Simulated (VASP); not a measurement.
# Nb2SiO2 (P6_3/mmc) in VASP: single point with PBE

Aim: the single point of Nb2SiO2 with PBE.

Everything below comes from runs of VASP 6.6.1. Logs are shortened: lines on timing, memory, paths and dates and some standing lists are left out, and cuts for length are marked.

### 1 The cell of the first run

The structure is hexagonal, space group P6_3/mmc (No. 194). Conventional cell: a = 3.015 Å, b = 3.015 Å, c = 19.232 Å, α = 90.00°, β = 90.00°, γ = 120.00°. Nb (site symmetry 3m) has 3 O at 2.08 Å and 3 Si at 2.69 Å within 2.8 Å. Within 3.5 Å of Si (site symmetry -6m2) lie 6 Nb at 2.69 Å and 6 Si at 3.02 Å and 2 O at 3.19 Å. O (site symmetry 3m) has 3 Nb at 2.08 Å within 2.8 Å.

### 2 Single point, PBE

INCAR reads:

```
PREC = Accurate ; ENCUT = 520
EDIFF = 1E-6 ; ISMEAR = 0
SIGMA = 0.1 ; LREAL = F
LASPH = T ; NELM = 60
ALGO = Normal ; ISIF = 2
LWAVE = F ; LCHARG = F
GGA = PE ; NBANDS = 53
```

KPOINTS reads:

```
Automatic mesh
0
Gamma
  12 12 2
```

POSCAR reads:

```
Nb2SiO2
1.0
    3.0153888550      0.0000000000      0.0000000000
   -1.5076944275      2.6114033507      0.0000000000
    0.0000000000      0.0000000000     19.2320160807
Nb Si O
4 2 4
Direct
    0.6666666667      0.3333333333      0.3566048356
    0.3333333333      0.6666666667      0.6433951644
    0.6666666667      0.3333333333      0.1433951644
    0.3333333333      0.6666666667      0.8566048356
    0.3333333333      0.6666666667      0.2500000000
    0.6666666667      0.3333333333      0.7500000000
    0.3333333333      0.6666666667      0.4160493045
    0.6666666667      0.3333333333      0.5839506955
    0.3333333333      0.6666666667      0.0839506955
    0.6666666667      0.3333333333      0.9160493045
```

Potentials or basis: VASP PAW PBE potentials, release 64 (Nb_sv, Si, O).

The run is started by

```
> cat potpaw_PBE.64/Nb_sv/POTCAR potpaw_PBE.64/Si/POTCAR potpaw_PBE.64/O/POTCAR > POTCAR
> mpirun -np 1 vasp_std > vasp.out
```

OUTCAR:

```text
PREC = Accurate
   ENCUT = 520
   EDIFF = 1E-6
   ISMEAR = 0
   LREAL = F
   LASPH = T
   NELM = 60
   ISIF = 2
   GGA = PE

 ion  position               nearest neighbor table
   1  0.667  0.333  0.357-   7 2.08   7 2.08   7 2.08   5 2.69   5 2.69   5 2.69
   2  0.333  0.667  0.643-   8 2.08   8 2.08   8 2.08   6 2.69   6 2.69   6 2.69
   3  0.667  0.333  0.143-   9 2.08   9 2.08   9 2.08   5 2.69   5 2.69   5 2.69
   4  0.333  0.667  0.857-  10 2.08  10 2.08  10 2.08   6 2.69   6 2.69   6 2.69
   5  0.333  0.667  0.250-   1 2.69   3 2.69   1 2.69   3 2.69   1 2.69   3 2.69
   6  0.667  0.333  0.750-   2 2.69   4 2.69   2 2.69   4 2.69   2 2.69   4 2.69
   7  0.333  0.667  0.416-   1 2.08   1 2.08   1 2.08
   8  0.667  0.333  0.584-   2 2.08   2 2.08   2 2.08
   9  0.333  0.667  0.084-   3 2.08   3 2.08   3 2.08
  10  0.667  0.333  0.916-   4 2.08   4 2.08   4 2.08

  LATTYP: Found a hexagonal cell.
 ALAT       =     3.0153888550
 C/A-ratio  =     6.3779555492

  Lattice vectors:

 A1 = (   3.0153888550,   0.0000000000,   0.0000000000)
 A2 = (  -1.5076944275,   2.6114033507,   0.0000000000)
 A3 = (   0.0000000000,   0.0000000000,  19.2320160807)

Analysis of symmetry for initial positions (statically):
=====================================================================
 Subroutine PRICEL returns:
 Original cell was already a primitive cell.

 Routine SETGRP: Setting up the symmetry group for a
 hexagonal supercell.

 Subroutine GETGRP returns: Found 24 space group operations
 (whereof 12 operations were pure point group operations)
 out of a pool of 24 trial point group operations.

The static configuration has the point symmetry D_3d.
 The point group associated with its full space group is D_6h.

Analysis of symmetry for dynamics (positions and initial velocities):
=====================================================================
 Subroutine PRICEL returns:
 Original cell was already a primitive cell.

 Routine SETGRP: Setting up the symmetry group for a
 hexagonal supercell.

 Subroutine GETGRP returns: Found 24 space group operations
 (whereof 12 operations were pure point group operations)
 out of a pool of 24 trial point group operations.

The dynamic configuration has the point symmetry D_3d.
 The point group associated with its full space group is D_6h.

 Subroutine INISYM returns: Found 24 space group operations
 (whereof 12 operations are pure point group operations),
 and found     1 'primitive' translations

----------------------------------------------------------------------------------------

                                     Primitive cell

  volume of cell :     151.4405

  direct lattice vectors                    reciprocal lattice vectors
     3.015388855  0.000000000  0.000000000     0.331632187  0.191467932  0.000000000
    -1.507694427  2.611403351  0.000000000     0.000000000  0.382935865  0.000000000
     0.000000000  0.000000000 19.232016081     0.000000000  0.000000000  0.051996629

  length of vectors
     3.015388855  3.015388855 19.232016081     0.382935865  0.382935865  0.051996629

  position of ions in fractional coordinates (direct lattice)
     0.666666667  0.333333333  0.356604836
     0.333333333  0.666666667  0.643395164
     0.666666667  0.333333333  0.143395164
     0.333333333  0.666666667  0.856604836
     0.333333333  0.666666667  0.250000000
     0.666666667  0.333333333  0.750000000
     0.333333333  0.666666667  0.416049304
     0.666666667  0.333333333  0.583950696
     0.333333333  0.666666667  0.083950696
     0.666666667  0.333333333  0.916049304

  ion indices of the primitive-cell ions
   primitive index   ion index
                 1           1
                 2           2
                 3           3
                 4           4
                 5           5
                 6           6
                 7           7
                 8           8
                 9           9
                10          10

----------------------------------------------------------------------------------------

 KPOINTS: Automatic mesh

Automatic generation of k-mesh.
 Grid dimensions read from file:
 generate k-points for:   12   12    2

 Generating k-lattice:

  Cartesian coordinates                     Fractional coordinates (reciprocal lattice)
     0.027636016  0.015955661  0.000000000     0.083333333  0.000000000  0.000000000
     0.000000000  0.031911322  0.000000000     0.000000000  0.083333333  0.000000000
     0.000000000  0.000000000  0.025998314     0.000000000  0.000000000  0.500000000

  Length of vectors
     0.031911322  0.031911322  0.025998314

  Shift w.r.t. Gamma in fractional coordinates (k-lattice)
     0.000000000  0.000000000  0.000000000

 Subroutine IBZKPT returns following result:
 ===========================================

 Found     38 irreducible k-points:

 Following reciprocal coordinates:
            Coordinates               Weight
  0.000000  0.000000  0.000000      1.000000
  0.083333 -0.000000  0.000000      6.000000
  0.166667 -0.000000  0.000000      6.000000
  0.250000  0.000000  0.000000      6.000000
  0.333333  0.000000  0.000000      6.000000
  0.416667  0.000000  0.000000      6.000000
[... 16 lines left out ...]
  0.250000  0.000000  0.500000      6.000000
  0.333333  0.000000  0.500000      6.000000
 [... further k-points ...]
   k-points           NKPTS =     38   k-points in BZ     NKDIM =     38   number of bands    NBANDS=     53
   number of dos      NEDOS =    301   number of ions     NIONS =     10
   total plane-waves  NPLWV =  82944
   dimension x,y,z NGX =    24 NGY =   24 NGZ =  144
   dimension x,y,z NGXF=    48 NGYF=   48 NGZF=  288
   ions per type =               4   2   4
   NGX,Y,Z   is equivalent  to a cutoff of  13.23, 13.23, 12.45 a.u.
   NGXF,Y,Z  is equivalent  to a cutoff of  26.46, 26.46, 24.90 a.u.
 SYSTEM =  unknown system
   PREC   = accura    normal or accurate (medium, high low for compatibility)
   ISTART =      0    job   : 0-new  1-cont  2-samecut
   ICHARG =      2    charge: 1-file 2-atom 10-const
   ISPIN  =      1    spin polarized calculation?
   LNONCOLLINEAR =      F non collinear calculations
   LSORBIT =      F    spin-orbit coupling
   LASPH  =      T    aspherical Exc in radial PAW
   ENCUT  =  520.0 eV  38.22 Ry    6.18 a.u.   5.61  5.61 35.76*2*pi/ulx,y,z
   NELM   =     60;   NELMIN=  2; NELMDL= -5     # of ELM steps
   EDIFF  = 0.1E-05   stopping-criterion for ELM
   LREAL  =      F    real-space projection
   EDIFFG = 0.1E-04   stopping-criterion for IOM
   NSW    =      0    number of steps for IOM
   IBRION =     -1    ionic relax: 0-MD 1-quasi-New 2-CG
   NFREE  =      0    steps in history (QN), initial steepest desc. (CG)
   ISIF   =      2    stress and relaxation
   ISYM   =      2    0-nonsym 1-usesym 2-fastsym
   POTIM  = 0.5000    time-step for ionic-motion
   TEBEG  =    0.0;   TEEND  =   0.0 temperature during run
   PSTRESS=    0.0 pullay stress
   NELECT =      84.0000    total number of electrons
   NUPDOWN=      -1.0000    fix difference up-down
   EMIN   =  10.00;   EMAX   =-10.00  energy-range for DOS
   EFERMI =   0.00;   METHOD = LEGACY
   ISMEAR =     0;   SIGMA  =   0.10  broadening in eV -4-tet -1-fermi 0-gaus
   EFERMI_NEDOS =   21; number of points for ismear=-14 and -15
   IALGO  =     38    algorithm
   IMIX   =      4    mixing-type and parameters
     AMIX     =   0.40;   BMIX     =  1.00
     AMIX_MAG =   1.60;   BMIX_MAG =  1.00
  volume/ion in A,a.u.               =      15.14       102.20
  Fermi-wavevector in a.u.,A,eV,Ry     =   1.345098  2.541866 24.616863  1.809288
  Thomas-Fermi vector in A             =   2.473038
   LORBIT       =      0    0 simple, 1 ext, 2 COOP (PROOUT), +10 PAW based schemes
   GGA     = PE    functional components
   LHFCALC =     F    Hartree Fock is set to
   AEXX    =    0.0000 exact exchange contribution
   IVDW    =     0    specifies the selected vdW correction
   LEPSILON=     F    determine dielectric tensor
   LRPA    =     F    only Hartree local field effects (RPA)
 non-spin polarized calculation
 Gauss-broadening in eV      SIGMA  =   0.10
  energy-cutoff  :      520.00
  volume of cell :      151.44
 maximum number of plane-waves:      4128
 NGX is ok and might be reduce to    24
   NGX = 11   NGY = 11   NGZ = 71

 number of electron      84.0000006 magnetization

 Free energy of the ion-electron system (eV)
  ---------------------------------------------------
  ext. energy  EPLUGINS =         0.00000000
  ---------------------------------------------------
  free energy    TOTEN  =       -85.98560433 eV

  energy without entropy =      -85.95783581  energy(sigma->0) =      -85.97172007

 E-fermi :   7.6500     XC(G=0): -10.7439

 val. band max:        7.5473198456   @ k =   0.0833  -0.0000   0.5000
 cond. band min:       7.6706416499   @ k =   0.1667  -0.0000   0.0000
 fundamental gap:      0.1233218043
 Fermi energy:         7.6499783161

 k-point     1 :       0.0000    0.0000    0.0000
  band No.  band energies     occupation
      1     -48.1869      2.00000
      2     -48.1869      2.00000
      3     -48.1861      2.00000
      4     -48.1861      2.00000
      5     -24.4473      2.00000
      6     -24.4469      2.00000
[... 45 lines left out ...]
     52      10.6229      0.00000
     53      10.9358      0.00000

 k-point     2 :       0.0833   -0.0000    0.0000
  band No.  band energies     occupation
      1     -48.1787      2.00000
      2     -48.1787      2.00000
      3     -48.1780      2.00000
      4     -48.1780      2.00000
      5     -24.4337      2.00000
      6     -24.4333      2.00000
[... 45 lines left out ...]
     52      10.6820      0.00000
     53      10.9508      0.00000
[... 1174 lines left out ...]
     52      11.0016      0.00000
     53      11.4982      0.00000

 k-point    24 :       0.3333    0.0000    0.5000
  band No.  band energies     occupation
      1     -48.0949      2.00000
      2     -48.0949      2.00000
      3     -48.0943      2.00000
      4     -48.0943      2.00000
      5     -24.5445      2.00000
      6     -24.5445      2.00000
[... 45 lines left out ...]
     52      11.1104      0.00000
     53      11.6767      0.00000

 [... further k-points ...]

------------------------ aborting loop because EDIFF is reached ----------------------------------------

  FORCE on cell =-STRESS in cart. coord.  units (eV):
  Direction    XX          YY          ZZ          XY          YZ          ZX
  --------------------------------------------------------------------------------------
  -------------------------------------------------------------------------------------
  Total       -0.1411343     -0.1411343     -0.2342950      0.0000000      0.0000000      0.0000000
  in kB       -1.4931415     -1.4931415     -2.4787426      0.0000000      0.0000000      0.0000000
  external PRESSURE =      -1.8216752 kB  Pullay stress =       0.0000000 kB

 VOLUME and BASIS-vectors are now :
 -----------------------------------------------------------------------------
  energy-cutoff  :      520.00
  volume of cell :      151.44
      direct lattice vectors                 reciprocal lattice vectors
     3.015388855  0.000000000  0.000000000     0.331632187  0.191467932  0.000000000
    -1.507694427  2.611403351  0.000000000     0.000000000  0.382935865  0.000000000
     0.000000000  0.000000000 19.232016081     0.000000000  0.000000000  0.051996629

 POSITION                                       TOTAL-FORCE (eV/Angst)
 -----------------------------------------------------------------------------------
      1.50769      0.87047      6.85823        -0.000000     -0.000000     -0.005375
     -0.00000      1.74094     12.37379         0.000000      0.000000      0.005375
      1.50769      0.87047      2.75778         0.000000     -0.000000      0.005375
     -0.00000      1.74094     16.47424         0.000000      0.000000     -0.005375
     -0.00000      1.74094      4.80800         0.000000     -0.000000     -0.000000
      1.50769      0.87047     14.42401        -0.000000     -0.000000     -0.000000
     -0.00000      1.74094      8.00147        -0.000000      0.000000     -0.006135
      1.50769      0.87047     11.23055         0.000000     -0.000000      0.006135
     -0.00000      1.74094      1.61454         0.000000     -0.000000      0.006135
      1.50769      0.87047     17.61747         0.000000     -0.000000     -0.006135
 -----------------------------------------------------------------------------------
    total drift:                                0.000000     -0.000000      0.000000

  FREE ENERGIE OF THE ION-ELECTRON SYSTEM (eV)
  ---------------------------------------------------
  free  energy   TOTEN  =       -85.9856043319 eV

  energy  without entropy=      -85.9578358134  energy(sigma->0) =      -85.97172007
```

It took 4.1 min on 1 thread of Intel Xeon Platinum 8488C (Sapphire Rapids), shared host; peak memory 0.41 GiB.

Results:

```
Free energy            : -85.9856 eV
Pressure               : -0.2 GPa
Largest force          : 0.006 eV/Å
Band gap on the k mesh : zero (band 42 reaches 7.76 eV, above the bottom of band 43 at 7.67 eV)
```

Forces in eV/Å, atoms in the order of the input:
```
Nb   0.000  0.000 -0.005
Nb   0.000  0.000  0.005
Nb   0.000  0.000  0.005
Nb   0.000  0.000 -0.005
Si   0.000  0.000  0.000
Si   0.000  0.000  0.000
O    0.000  0.000 -0.006
O    0.000  0.000  0.006
O    0.000  0.000  0.006
O    0.000  0.000 -0.006
```
